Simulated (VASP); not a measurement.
Wanted: the native input for a VASP 6.6.1 run.

```
Task                   : relaxation of cell and atoms
Functional             : PBEsol
Potentials or basis    : VASP PAW PBE potentials, release 64 (Ta_pv)
Cutoff                 : 600 eV
k mesh                 : 11 × 11 × 5
Occupations            : fermi-dirac, width 0.05 eV
Spin                   : no spin polarisation
Target pressure        : 10 GPa
Dipole correction      : no
Further INCAR settings : ALGO = Normal; EDIFF = 1e-06; IBRION = 2; EDIFFG = -0.01; NSW = 60; ISIF = 3
```

The structure of Ta lies in POSCAR:

```
Ta
1.0
    2.9003720726      0.0000000000      0.0000000000
   -1.4501860363      2.5117958953      0.0000000000
    0.0000000000      0.0000000000      5.1662740000
Ta
2
Direct
    0.3333333333      0.6666666667      0.2500000000
    0.6666666667      0.3333333333      0.7500000000
```

This isn't the form of Ta at room conditions, which is bcc.

One way to write it, as run:

INCAR

```
SYSTEM = Ta
PREC = Accurate
ENCUT = 600
EDIFF = 1E-6
ISMEAR = -1
SIGMA = 0.05
LREAL = .False.
LASPH = .True.
NELM = 60
ALGO = Normal
ISIF = 3
LWAVE = .False.
LCHARG = .False.
GGA = PS
IBRION = 2
NSW = 60
EDIFFG = -0.01
PSTRESS = 100.0
```

KPOINTS

```
regular mesh
0
Gamma
  11 11 5
  0 0 0
```

Potentials or basis: VASP PAW PBE potentials, release 64 (Ta_pv).

The run is started by

```sh
$ cat potpaw_PBE.64/Ta_pv/POTCAR > POTCAR
$ mpirun -np 1 vasp_std > vasp.out
```

Results of the run:

The relaxed volume is 17.32 Å³/atom, the relaxed cell is a = 2.821 Å, b = 2.821 Å, c = 5.026 Å, α = 90.00°, β = 90.00°, γ = 120.00° and the space group after relaxing (to 0.1 Å) is P6_3/mmc (No. 194). The energy change on relaxing (the run minimises the enthalpy) is +7.6 meV/atom. The ionic steps are 7, the pressure after relaxing is 10.0 GPa and the band gap on the k mesh is zero (bands 11 and 12 overlap by 1.76 eV).

Caveat: the cell is relaxed towards a set pressure, so the run minimises the enthalpy, not the energy; the PAW data sets were made with another functional, which shifts forces and pressure a little; spin-orbit coupling is left out, which moves the levels of the heavy elements.

Run time: 2.2 min on 1 thread of AMD EPYC 7R13, on a shared host, peak memory 0.16 GiB.
